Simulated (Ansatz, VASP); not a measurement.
**Two plane-wave programs on WSe2**

File INCAR:

```
SYSTEM = WSe2
PREC = Accurate
ENCUT = 600
EDIFF = 1E-6
ISMEAR = -1
SIGMA = 0.08
LREAL = .False.
LASPH = .True.
NELM = 80
ALGO = Normal
ISIF = 3
LWAVE = .False.
LCHARG = .False.
GGA = PE
IBRION = 2
NSW = 100
EDIFFG = -0.005
```

Contents of KPOINTS:

```
Automatic mesh
0
Gamma
  10 10 6
  0 0 0
```

Contents of POSCAR:

```
WSe2
1.0
    3.6677570001      0.0000000000      0.0000000000
   -1.8338785000      3.1763707370      0.0000000000
    0.0000000000      0.0000000000      5.8684112001
W Se
1 2
Direct
    0.0000000000      0.0000000000      0.0000000000
    0.3333333333      0.6666666667      0.2500000000
    0.6666666667      0.3333333333      0.7500000000
```

Input for Ansatz:

```yaml
crystal:
  lattice:
    - [3.6677570001, 0.0, 0.0]
    - [-1.8338785, 3.176370737, 0.0]
    - [0.0, 0.0, 5.8684112001]
  atoms:
    - { symbol: W, position: [0.0, 0.0, 0.0] }
    - { symbol: Se, position: [0.3333333333, 0.6666666667, 0.25] }
    - { symbol: Se, position: [0.6666666667, 0.3333333333, 0.75] }
kpoints:
  mp_grid: { grid: [10, 10, 6] }
scf:
  occupations: { method: fermi_dirac, width: 0.08 }
hamiltonian:
  xc: pbe
  pseudopotentials: { kind: paw }
output:
  forces: true
  stress: true
relax:
  f_tol: 0.005
  max_steps: 80
  cell: {}
```

Alike in both runs: task relaxation of cell and atoms; functional PBE; k mesh 10 × 10 × 6; occupations fermi-dirac, width 0.08 eV; no spin polarisation.

|  | VASP | Ansatz |
| --- | --- | --- |
| version | VASP 6.6.1 | Ansatz 0.2.0 |
| potentials or method | VASP PAW PBE potentials, release 64 (W_sv, Se) | PAW with Ansatz's default frozen-core files, scalar-relativistic |
| plane-wave cutoff (eV) | 600 | 420 |
| valence electrons in the cell | 26 | 46 |

```tsv
	VASP	Ansatz	Ansatz less VASP
relaxed volume (Å³/atom)	23.48	23.54	+0.063
relaxed length of the cell vector where the two differ most in proportion (Å)	7.456	7.488	+0.0321
```

VASP's potentials hold 26 valence electrons a cell and Ansatz's 46, so a difference there can come from the potentials and not from the codes.

Neither program's run includes spin-orbit coupling.
